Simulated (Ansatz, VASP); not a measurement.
# MgO in VASP and in Ansatz

```
Mg O
1.0
     2.62340    0.00000    0.00000
     0.00000    2.62340    0.00000
     0.00000    0.00000    2.62340
Mg O
1 1
Direct
  0.00000 0.00000 0.00000
  0.50000 0.50000 0.50000
```

Alike in both runs: functional r2SCAN; k mesh 8 × 8 × 8; occupations gaussian, width 0.02 eV; no spin polarisation.

Ansatz relaxed the structure, and its values are those at the end. VASP's run is a single point on that final structure, the one shown.

|  | VASP | Ansatz |
| --- | --- | --- |
| version | VASP 6.6.1 | Ansatz 0.2.0 |
| potentials or method | VASP PAW PBE potentials, release 64 (Mg_sv, O), cutoff 920 eV | scalar-relativistic, plane waves, PAW |
| valence electrons in the cell | 16 | 16 |

```csv
,VASP,Ansatz,Ansatz less VASP
gap on the k mesh at the Fermi level (eV),3.52,3.49,-0.025
least direct gap on the mesh (eV),4.57,4.54,-0.025
pressure (GPa),0.7,0.0,-0.66
```

VASP's potentials were made for PBE, not for r2SCAN.
